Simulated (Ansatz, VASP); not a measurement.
**One calculation of Hf2Sc, two programs**

```
Hf Sc
1.0
     3.22380    0.00000    0.00000
    -1.61190    2.79189    0.00000
     0.00000    0.00000   15.36556
Hf Sc
4 2
Direct
  0.33333 0.66667 0.58062
  0.66667 0.33333 0.08062
  0.33333 0.66667 0.91938
  0.66667 0.33333 0.41938
  0.33333 0.66667 0.25000
  0.66667 0.33333 0.75000
```

Alike in both runs: functional PBE; k mesh 6 × 6 × 2; occupations gaussian, width 0.1 eV; no spin polarisation.

Ansatz relaxed the structure, and its values are those at the end. VASP's run is a single point on that final structure, the one shown.

|  | VASP | Ansatz |
| --- | --- | --- |
| version | VASP 6.6.1 | Ansatz 0.2.0 |
| potentials or method | VASP PAW PBE potentials, release 64 (Hf_pv, Sc_sv), cutoff 520 eV | scalar-relativistic, plane waves, PAW |
| valence electrons in the cell | 62 | 126 |

|  | VASP | Ansatz | Ansatz less VASP |
| --- | --- | --- | --- |
| gap on the k mesh at the Fermi level (eV) | none | none | - |
| pressure (GPa) | -0.2 | 0.1 | +0.23 |
| rms of the force components (eV/Å) | 0.014 | 0.001 | -0.0139 |

A gap of «none» marks a metal or a gap that the smearing closes. The functional is the same, so the differences come from potentials, cutoffs and numerics. VASP's potentials hold 62 valence electrons a cell and Ansatz's 126, so a difference there can come from the potentials and not from the codes.

The k mesh is coarse, so the values compare programs but aren't converged. Neither program's run includes spin-orbit coupling.
